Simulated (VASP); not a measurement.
Write the native input for VASP 6.6.1 that does the following.

| Quantity | Value |
| --- | --- |
| Task | single point |
| Functional | PBE-based screened hybrid with 25 % exact exchange |
| Potentials or basis | VASP PAW PBE potentials, release 64 (Hf_pv, O) |
| Cutoff | 520 eV |
| k mesh | 5 × 5 × 5 |
| Occupations | fermi-dirac, width 0.05 eV |
| Spin | no spin polarisation |
| Dipole correction | no |
| Grid for exact exchange (PRECFOCK) | Normal |
| Share of exact exchange | 0.25 |
| Further INCAR settings | ALGO = Normal; EDIFF = 1e-06; NBANDS = 18 |
| Screening parameter | 0.20787 1/Å |

Crystal: HfO2.

```
CELL_PARAMETERS angstrom
0.00000 2.55750 2.55750
2.55750 0.00000 2.55750
2.55750 2.55750 0.00000
ATOMIC_POSITIONS crystal
Hf 0.00000 0.00000 0.00000
O 0.75000 0.75000 0.75000
O 0.25000 0.25000 0.25000
```

These files were run (other wordings do the same):

POSCAR

```
HfO2
1.0
    0.0000000000      2.5575000000      2.5575000000
    2.5575000000      0.0000000000      2.5575000000
    2.5575000000      2.5575000000      0.0000000000
Hf O
1 2
Direct
    0.0000000000      0.0000000000      0.0000000000
    0.7500000000      0.7500000000      0.7500000000
    0.2500000000      0.2500000000      0.2500000000
```

INCAR.step1

```
SYSTEM = HfO2
PREC = Accurate ; ENCUT = 520
EDIFF = 1E-5 ; ISMEAR = -1
SIGMA = 0.05 ; LREAL = .FALSE.
LASPH = .TRUE. ; NELM = 100
ALGO = Normal ; ISIF = 2
LWAVE = .TRUE. ; LCHARG = .FALSE.
GGA = PE ; NBANDS = 18
```

INCAR.step2

```
SYSTEM = HfO2
PREC = Accurate ; ENCUT = 520
EDIFF = 1E-6 ; ISMEAR = -1
SIGMA = 0.05 ; LREAL = .FALSE.
LASPH = .TRUE. ; NELM = 100
ALGO = Normal ; ISIF = 2
LWAVE = .FALSE. ; LCHARG = .FALSE.
GGA = PE ; LHFCALC = .TRUE.
AEXX = 0.25 ; HFSCREEN = 0.2078699
PRECFOCK = Normal ; ISTART = 1
NBANDS = 18
```

KPOINTS

```
regular mesh
0
G
  5 5 5
  0 0 0
```

Potentials or basis: VASP PAW PBE potentials, release 64 (Hf_pv, O).

Launch:

```console
$ cat potpaw_PBE.64/Hf_pv/POTCAR potpaw_PBE.64/O/POTCAR > POTCAR
$ cp INCAR.step1 INCAR
$ mpirun -np 1 vasp_std > vasp.out
$ cp INCAR.step2 INCAR
$ mpirun -np 1 vasp_std > vasp.out
```

Results of the run:

```
Pressure               : -13.3 GPa
Band gap on the k mesh : 5.60 eV (least direct gap 5.90 eV)
```

Caveat: the k points lie up to 0.43 Å⁻¹ apart; the PAW data sets were made with another functional, which shifts forces and pressure a little; spin-orbit coupling is left out, which moves the levels of the heavy elements; an odd mesh through Γ misses points on the zone boundary, where band edges can lie.

Wall time 16 min on 1 thread of Intel(R) Xeon(R) Platinum 8488C (Sapphire Rapids) (shared host), peak memory 0.27 GiB.
